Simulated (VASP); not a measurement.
Here is a VASP 6.6.1 calculation.

File INCAR:

```
SYSTEM = WS2
PREC = Accurate
ENCUT = 520
EDIFF = 1E-6
ISMEAR = 0
SIGMA = 0.1
LREAL = .False.
LASPH = .True.
NELM = 60
ALGO = Normal
ISIF = 2
LWAVE = .False.
LCHARG = .False.
GGA = PE
IVDW = 12
NBANDS = 35
```

KPOINTS

```
regular mesh
0
Gamma
  6 6 2
  0 0 0
```

The input POSCAR:

```
WS2
1.0
    3.1800000000      0.0000000000      0.0000000000
   -1.5900000000      2.7539607840      0.0000000000
    0.0000000000      0.0000000000     12.5000000000
W S
2 4
Direct
    0.3333333333      0.6666666667      0.2500000000
    0.6666666667      0.3333333333      0.7500000000
    0.3333333333      0.6666666667      0.6250000000
    0.6666666667      0.3333333333      0.1250000000
    0.3333333333      0.6666666667      0.8750000000
    0.6666666667      0.3333333333      0.3750000000
```

Potentials or basis: VASP PAW PBE potentials, release 64 (W_sv, S).

Run with:

```bash
$ cat potpaw_PBE.64/W_sv/POTCAR potpaw_PBE.64/S/POTCAR > POTCAR
$ mpirun -np 1 vasp_std > vasp.out
```

(1) What does it give for the band gap on the k mesh?

(2) What does it give for the largest force?

## Answers

(1) 1.06 eV (least direct gap 1.74 eV).

(2) 0.143 eV/Å.

Caveat: spin-orbit coupling is left out, which moves the levels of the heavy elements.
